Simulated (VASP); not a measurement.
# MgO (Fm-3m) in VASP: further runs, part 2 of 2

VASP 6.6.1. Earlier steps stand in the parts before.

### 4 Phonons, r2SCAN

This run uses another cell than the first one, of 9.40 Å³/atom.

Input file INCAR:

```
PREC     = Accurate       # precision mode
ENCUT    = 520            # plane-wave cutoff, eV
EDIFF    = 1E-8           # SCF threshold, eV
ISMEAR   = 0              # smearing method
SIGMA    = 0.01           # smearing width, eV
LREAL    = F              # projectors in reciprocal space
LASPH    = T              # aspherical terms in the spheres
NELM     = 100            # most SCF steps
ALGO     = Normal         # electronic algorithm
ISIF     = 2              # what is computed and relaxed
LWAVE    = F              # write WAVECAR
LCHARG   = T              # write CHGCAR
METAGGA  = R2SCAN         # meta-GGA
LMIXTAU  = T            
NBANDS   = 11             # bands
IBRION   = 6              # ionic algorithm
NFREE    = 2            
POTIM    = 0.015          # step
NSW      = 1              # ionic steps
```

Input file KPOINTS:

```
Automatic mesh
0
Gamma
  10 10 10
```

Input file POSCAR:

```
MgO
1.0
    2.1107768177      2.1107768177      0.0000000000
   -2.1107768177      2.1107768177      0.0000000000
    0.0000000000      2.1107768177      2.1107768177
Mg O
1 1
Direct
    0.0000000000      0.0000000000      0.0000000000
    0.5000000000      0.5000000000      0.0000000000
```

Potentials or basis: VASP PAW PBE potentials, release 64 (Mg, O).

Launch:

```console
$ cat potpaw_PBE.64/Mg/POTCAR potpaw_PBE.64/O/POTCAR > POTCAR
$ mpirun -np 1 vasp_std > vasp.out
```

OUTCAR:

```text
PREC = Accurate
   ENCUT = 520
   EDIFF = 1E-8
   ISMEAR = 0
   LREAL = F
   LASPH = T
   NELM = 100
   ISIF = 2
   METAGGA = R2SCAN
   IBRION = 6
   NFREE = 2
   POTIM = 0.015
   NSW = 1

 ion  position               nearest neighbor table
   1  0.000  0.000  0.000-   2 2.11   2 2.11   2 2.11   2 2.11   2 2.11   2 2.11
   2  0.500  0.500  0.000-   1 2.11   1 2.11   1 2.11   1 2.11   1 2.11   1 2.11

  LATTYP: Found a face centered cubic cell.
 ALAT       =     4.2215536354

  Lattice vectors:

 A1 = (   0.0000000000,   2.1107768177,   2.1107768177)
 A2 = (   2.1107768177,   0.0000000000,   2.1107768177)
 A3 = (   2.1107768177,   2.1107768177,   0.0000000000)

Analysis of symmetry for initial positions (statically):
=====================================================================
 Subroutine PRICEL returns:
 Original cell was already a primitive cell.

 Routine SETGRP: Setting up the symmetry group for a
 face centered cubic supercell.

 Subroutine GETGRP returns: Found 48 space group operations
 (whereof 48 operations were pure point group operations)
 out of a pool of 48 trial point group operations.

The static configuration has the point symmetry O_h .

Analysis of symmetry for dynamics (positions and initial velocities):
=====================================================================
 Subroutine PRICEL returns:
 Original cell was already a primitive cell.

 Routine SETGRP: Setting up the symmetry group for a
 face centered cubic supercell.

 Subroutine GETGRP returns: Found 48 space group operations
 (whereof 48 operations were pure point group operations)
 out of a pool of 48 trial point group operations.

The dynamic configuration has the point symmetry O_h .

[... 306 lines left out ...]
 fundamental gap:      5.5358437116
 Fermi energy:         2.8549268940

 k-point     1 :       0.0000    0.0000    0.0000
  band No.  band energies     occupation
      1     -15.4399      2.00000
      2       2.7260      2.00000
      3       2.7263      2.00000
      4       2.7263      2.00000
      5       8.2621      0.00000
      6      19.5203      0.00000
      7      19.5208      0.00000
      8      19.5208      0.00000
      9      23.6452      0.00000
     10      25.4064      0.00000
     11      25.4072      0.00000
[... 309 lines left out ...]
 k-point    24 :       0.4000    0.3000    0.0000
  band No.  band energies     occupation
      1     -13.9837      2.00000
      2      -0.8067      2.00000
      3       0.0792      2.00000
      4       1.6691      2.00000
      5      13.7937      0.00000
      6      15.8614      0.00000
      7      16.4232      0.00000
      8      21.7059      0.00000
      9      22.5161      0.00000
     10      27.9545      0.00000
     11      31.4723      0.00000

 [... further k-points ...]
[... 5 lines left out ...]
  --------------------------------------------------------------------------------------
  -------------------------------------------------------------------------------------
  Total       -0.3582244     -0.3675014     -0.3675014      0.0000000     -0.0000000      0.0000000
  in kB      -30.5146800    -31.3049199    -31.3049199      0.0000000     -0.0000000      0.0000000
  external PRESSURE =     -31.0415066 kB  Pullay stress =       0.0000000 kB
[... 17 lines left out ...]
  FREE ENERGIE OF THE ION-ELECTRON SYSTEM (eV)
  ---------------------------------------------------
  free  energy   TOTEN  =       -16.1577784815 eV

  energy  without entropy=      -16.1577784815  energy(sigma->0) =      -16.15777848

 INTERNAL STRAIN TENSORS FROM DISPLACED ATOMS
 ============================================

 INTERNAL STRAIN TENSOR FOR ION    1 for displacements in x,y,z  (eV/Angst):
          X           Y           Z          XY          YZ          ZX
  --------------------------------------------------------------------------------
  x     0.00000     0.00000     0.00000     0.00000     0.00000     0.00000
  y     0.00000     0.00000     0.00000     0.00000     0.00000     0.00000
  z     0.00000     0.00000     0.00000     0.00000     0.00000     0.00000

 INTERNAL STRAIN TENSOR FOR ION    2 for displacements in x,y,z  (eV/Angst):
          X           Y           Z          XY          YZ          ZX
  --------------------------------------------------------------------------------
  x     0.00000     0.00000     0.00000     0.00000     0.00000     0.00000
  y     0.00000     0.00000     0.00000     0.00000     0.00000     0.00000
  z     0.00000     0.00000     0.00000     0.00000     0.00000     0.00000

 Eigenvectors and eigenvalues of the dynamical matrix
 ----------------------------------------------------

   1 f  =   11.664864 THz    73.292505 2PiTHz  389.097997 cm-1    48.241982 meV
             X         Y         Z           dx          dy          dz
      0.000000  0.000000  0.000000    -0.000000   -0.625685    0.000000
      0.000000  2.110777  0.000000    -0.000000    0.780076    0.000000
[... 21 lines left out ...]
   6 f/i=    0.065542 THz     0.411814 2PiTHz    2.186255 cm-1     0.271061 meV
             X         Y         Z           dx          dy          dz
      0.000000  0.000000  0.000000     0.501994    0.597093   -0.000000
      0.000000  2.110777  0.000000     0.402641    0.478918    0.000000

 ELASTIC MODULI CONTR FROM IONIC RELAXATION (kBar)
 Direction    XX          YY          ZZ          XY          YZ          ZX
 --------------------------------------------------------------------------------
 XX           0.0000      0.0000      0.0000      0.0000      0.0000      0.0000
 YY           0.0000      0.0000      0.0000      0.0000      0.0000      0.0000
 ZZ           0.0000      0.0000      0.0000      0.0000      0.0000      0.0000
 XY           0.0000      0.0000      0.0000      0.0000      0.0000      0.0000
 YZ           0.0000      0.0000      0.0000      0.0000      0.0000      0.0000
 ZX           0.0000      0.0000      0.0000      0.0000      0.0000      0.0000
 --------------------------------------------------------------------------------
```

OSZICAR:

```text
N       E                     dE             d eps       ncg     rms          rms(c)
DAV:   1     0.762139461515E+01    0.76214E+01   -0.46656E+03  1170   0.656E+02
DAV:   2    -0.192803121831E+02   -0.26902E+02   -0.26423E+02  1181   0.141E+02
DAV:   3    -0.198482302054E+02   -0.56792E+00   -0.56750E+00  1247   0.174E+01
[... 64 lines left out ...]
DAV:   8    -0.161577785241E+02   -0.10099E-04   -0.67259E-06  2286   0.221E-02    0.600E-04
DAV:   9    -0.161577779480E+02    0.57606E-06   -0.90620E-07  2313   0.941E-03    0.513E-04
DAV:  10    -0.161577785815E+02   -0.63350E-06   -0.15485E-07  2376   0.359E-03    0.128E-04
DAV:  11    -0.161577784682E+02    0.11329E-06   -0.47762E-09  2484   0.710E-04    0.415E-05
DAV:  12    -0.161577784882E+02   -0.20035E-07   -0.12795E-09  1215   0.387E-04    0.292E-05
DAV:  13    -0.161577784815E+02    0.67689E-08   -0.68420E-11  1188   0.752E-05
   5 F= -.16157778E+02 E0= -.16157778E+02  d E =-.177431E-76
```

stdout:

```text
POSCAR found type information on POSCAR MgO
 POSCAR found :  2 types and       2 ions
 scaLAPACK will be used
 -----------------------------------------------------------------------------
|                                                                             |
|                                                                             |
|     You enforced a specific xc type in the INCAR file but a different       |
|     I HOPE YOU KNOW WHAT YOU ARE DOING!                                     |
|                                                                             |
 -----------------------------------------------------------------------------

 LDA part: xc-table for (None), standard interpolation
 POSCAR, INCAR and KPOINTS ok, starting setup
 FFT: planning ... GRIDC
 FFT: planning ... GRID_SOFT
 FFT: planning ... GRID
 WAVECAR not read
 entering main loop
 Found     2 degrees of freedom:
 Finite differences POTIM= 0.01500 DOF=   2
 bond charge predicted
 Finite differences progress:
 bond charge predicted
 Finite differences progress:
 bond charge predicted
 Finite differences progress:
 bond charge predicted
 Finite differences progress:
```

Wall time 3.9 min (1 thread of Intel Xeon 8259CL, shared host); peak memory 0.18 GiB.

What came out:

```yaml
Highest_phonon_frequency_at_Γ_LO-TO_splitting_left_out: 389 cm⁻¹
```

Phonon frequencies in cm⁻¹ (negative: imaginary):
```tsv
q point	frequencies
(0.000, 0.000, 0.000)	-2 -2 -2 389 389 389
```

Caveat: the cell stands under pressure or tension, which shifts response properties; the PAW data sets were made with another functional, which shifts forces and pressure a little.
